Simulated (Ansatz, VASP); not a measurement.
# Two plane-wave programs on Ba

```xyz
1
Lattice="0.0000 3.2398 3.2398 3.2398 0.0000 3.2398 3.2398 3.2398 0.0000" Properties=species:S:1:pos:R:3 pbc="T T T"
Ba    0.0000    0.0000    0.0000
```

Alike in both runs: functional revPBE; k mesh 9 × 9 × 9; occupations fermi-dirac, width 0.1 eV; no spin polarisation.

Ansatz relaxed the structure, and its values are those at the end. VASP's run is a single point on that final structure, the one shown.

|  | VASP | Ansatz |
| --- | --- | --- |
| version | VASP 6.6.1 | Ansatz 0.2.0 |
| potentials or method | VASP PAW PBE potentials, release 64 (Ba_sv), cutoff 520 eV | plane waves (420 eV) with PAW, scalar-relativistic |
| valence electrons in the cell | 10 | 10 |

|  | VASP | Ansatz | Ansatz less VASP |
| --- | --- | --- | --- |
| pressure (GPa) | 0.1 | 0.0 | -0.03 |

VASP's potentials were made for PBE, not for revPBE.

Spin-orbit coupling is off throughout.
